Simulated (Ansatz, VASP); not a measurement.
Two plane-wave programs on Cd

```
CELL_PARAMETERS angstrom
-2.14351 1.82000 1.41859
1.82000 -2.14351 1.41859
4.04033 4.04033 -2.01110
ATOMIC_POSITIONS crystal
Cd 0.87504 0.12496 0.00000
Cd 0.87496 0.12504 0.50000
```

Alike in both runs: task single point; functional r2SCAN; k mesh 15 × 15 × 7; occupations fermi-dirac, width 0.1 eV; no spin polarisation.

```csv
,VASP,Ansatz
version,VASP 6.6.1,Ansatz 0.2.0
potentials or method,"VASP PAW PBE potentials, release 64 (Cd), cutoff 520 eV","plane waves (500 eV) with PAW, scalar-relativistic"
valence electrons in the cell,24,40
```

|  | VASP | Ansatz | Ansatz less VASP |
| --- | --- | --- | --- |
| pressure (GPa) | 2.9 | 2.5 | -0.41 |
| traceless stress, the component that is largest in VASP (GPa) | 1.32 | 1.16 | -0.161 |

VASP's potentials were made for PBE, not for r2SCAN. VASP's potentials hold 24 valence electrons a cell and Ansatz's 40, so a difference there can come from the potentials and not from the codes.
